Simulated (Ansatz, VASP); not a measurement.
# One calculation of LaSc2F, two programs

```
La Sc F
1.0
    -1.92211    1.92211    6.03860
     1.92211   -1.92211    6.03860
     1.92211    1.92211   -6.03860
La Sc F
1 2 1
Direct
  0.00000 0.00000 0.00000
  0.69008 0.69008 0.00000
  0.30992 0.30992 0.00000
  0.50000 0.50000 0.00000
```

Alike in both runs: functional PBE; k mesh 16 × 16 × 16; occupations gaussian, width 0.1 eV; no spin polarisation.

Ansatz relaxed the structure, and its values are those at the end. VASP's run is a single point on that final structure, the one shown.

|  | VASP | Ansatz |
| --- | --- | --- |
| version | VASP 6.6.1 | Ansatz 0.2.0 |
| potentials or method | VASP PAW PBE potentials, release 64 (La, Sc_sv, F), cutoff 520 eV | scalar-relativistic, plane waves, PAW |
| valence electrons in the cell | 40 | 40 |

```csv
,VASP,Ansatz,Ansatz less VASP
gap on the k mesh at the Fermi level (eV),none,none,-
pressure (GPa),0.0,0.0,+0.01
rms of the force components (eV/Å),0.009,0.000,-0.0089
```

A gap of «none» marks a metal or a gap that the smearing closes.

Spin-orbit coupling is off throughout.
